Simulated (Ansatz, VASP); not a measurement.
# One calculation of TlBr, two programs

```xyz
2
Lattice="4.0093 0.0000 0.0000 0.0000 4.0093 0.0000 0.0000 0.0000 4.0093" Properties=species:S:1:pos:R:3 pbc="T T T"
Tl    0.0000    0.0000    0.0000
Br    2.0047    2.0047    2.0047
```

Change from the starting cell: volume scaled by 1.03.

Alike in both runs: task single point; functional PBE; k mesh 8 × 8 × 8; occupations fermi-dirac, width 0.03 eV; no spin polarisation.

```csv
,VASP,Ansatz
version,VASP 6.6.1,Ansatz 0.2.0
potentials or method,"VASP PAW PBE potentials, release 64 (Tl_d, Br), cutoff 500 eV","all-electron LAPW, scalar-relativistic"
```

Ansatz gave:

| Property | Result |
| --- | --- |
| gap on the k mesh at the Fermi level (eV) | 1.91 |
| pressure (GPa) | 0.7 |

Task: Estimate VASP's values.

Result: gap on the k mesh at the Fermi level (eV): 1.92; pressure (GPa): 0.7.

Ansatz ran all-electron here, and VASP with PAW potentials.

Spin-orbit coupling is off throughout.
